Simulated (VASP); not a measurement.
Wanted: the native input for a VASP 6.6.1 run.

- Task: single point
- Functional: PBE
- Potentials or basis: VASP PAW PBE potentials, release 64 (Re)
- Cutoff: 520 eV
- k mesh: 14 × 14 × 14
- Occupations: fermi-dirac, width 0.03 eV
- Spin: no spin polarisation
- Dipole correction: no
- Further INCAR settings: ALGO = Normal; EDIFF = 1e-06; NBANDS = 10

The structure of Re lies in POSCAR:

```
Re
1.0
    0.0000000000      1.9750000000      2.0145000000
    1.9750000000      0.0000000000      2.0145000000
    1.9750000000      1.9750000000      0.0000000000
Re
1
Direct
    0.0000000000      0.0000000000      0.0000000000
```

This cell differs from its parent crystal: zz strain of +2 %.

These files were run (other wordings do the same):

INCAR

```
  ALGO = Normal
  EDIFF = 1E-6
  ENCUT = 520
  GGA = PE
  ISIF = 2
  ISMEAR = -1
  LASPH = T
  LCHARG = F
  LREAL = F
  LWAVE = F
  NBANDS = 10
  NELM = 60
  PREC = Accurate
  SIGMA = 0.03
```

KPOINTS

```
k-points
0
Gamma
  14 14 14
```

Potentials or basis: VASP PAW PBE potentials, release 64 (Re).

Run with:

```console
$ cat potpaw_PBE.64/Re/POTCAR > POTCAR
$ mpirun -np 1 vasp_std > vasp.out
```

Results of the run:

* Pressure: -15.9 GPa
* Band gap on the k mesh: zero (an odd number of electrons rules out a gap without spin polarisation)

Caveat: the cell differs from its parent crystal (zz strain of +2 %); the cell stands under tension; spin-orbit coupling is left out, which moves the levels of the heavy elements.

Run time: 49 s on 1 thread of Intel Xeon 8259CL, on a shared host, peak memory 0.17 GiB.
